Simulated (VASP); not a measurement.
Wanted: the native input for a VASP 6.6.1 run.

- Task: single point
- Functional: PBE
- Potentials or basis: VASP PAW PBE potentials, release 64 (Al, N)
- Cutoff: 600 eV
- k mesh: 6 × 6 × 6
- Occupations: gaussian, width 0.01 eV
- Spin: no spin polarisation
- Dipole correction: no
- Further INCAR settings: ALGO = Normal; EDIFF = 1e-06; NBANDS = 11

The structure of AlN lies in POSCAR:

```
AlN
1.0
    0.0000000000      2.0188684454      2.0794344988
    2.0188684454      0.0000000000      2.0794344988
    2.0188684454      2.0188684454      0.0000000000
Al N
1 1
Direct
    0.0000000000      0.0000000000      0.0000000000
    0.5000000000      0.5000000000      0.5000000000
```

This cell differs from its parent crystal: uniaxial z strain +3.0%.

The input as run:

INCAR

```
ALGO = Normal
EDIFF = 1E-6
ENCUT = 600
GGA = PE
GGA_COMPAT = F
ISIF = 2
ISMEAR = 0
LASPH = T
LCHARG = F
LREAL = F
LWAVE = F
NBANDS = 11
NELM = 120
PREC = Accurate
SIGMA = 0.01
```

KPOINTS

```
k-points
0
Gamma
  6 6 6
```

Potentials or basis: VASP PAW PBE potentials, release 64 (Al, N).

Run with:

```console
$ cat potpaw_PBE.64/Al/POTCAR potpaw_PBE.64/N/POTCAR > POTCAR
$ mpirun -np 1 vasp_std > vasp.out
```

Results of the run:

| Item | Value |
| --- | --- |
| Pressure | -1.4 GPa |
| Band gap on the k mesh | 4.14 eV, indirect (least direct gap 5.17 eV) |

Caveat: the k points lie up to 0.44 Å⁻¹ apart; the cell differs from its parent crystal (uniaxial z strain +3.0%).

Run time: 2.4 s on 1 thread of Intel(R) Xeon(R) 6975P-C (Granite Rapids), on a shared host, peak memory 0.13 GiB.
